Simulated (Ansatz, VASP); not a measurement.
## Two plane-wave programs on P

```
P
1.0
     3.06247    0.00000    0.00000
     0.00000    3.06396    0.00000
     0.00000    0.00000    3.96673
P
2
Direct
  0.50000 0.00000 0.88566
  0.00000 0.50000 0.11434
```

Alike in both runs: functional PBE; k mesh 6 × 6 × 6; occupations gaussian, width 0.1 eV; no spin polarisation.

Ansatz relaxed the structure, and its values are those at the end. VASP's run is a single point on that final structure, the one shown.

```csv
,VASP,Ansatz
version,VASP 6.6.1,Ansatz 0.2.0
potentials or method,"VASP PAW PBE potentials, release 64 (P), cutoff 520 eV","scalar-relativistic, plane waves, PAW"
valence electrons in the cell,10,10
```

|  | VASP | Ansatz | Ansatz less VASP |
| --- | --- | --- | --- |
| gap on the k mesh at the Fermi level (eV) | none | none | - |
| pressure (GPa) | -0.2 | 0.1 | +0.28 |
| rms of the force components (eV/Å) | 0.020 | 0.001 | -0.0191 |

A gap of «none» marks a metal or a gap that the smearing closes.
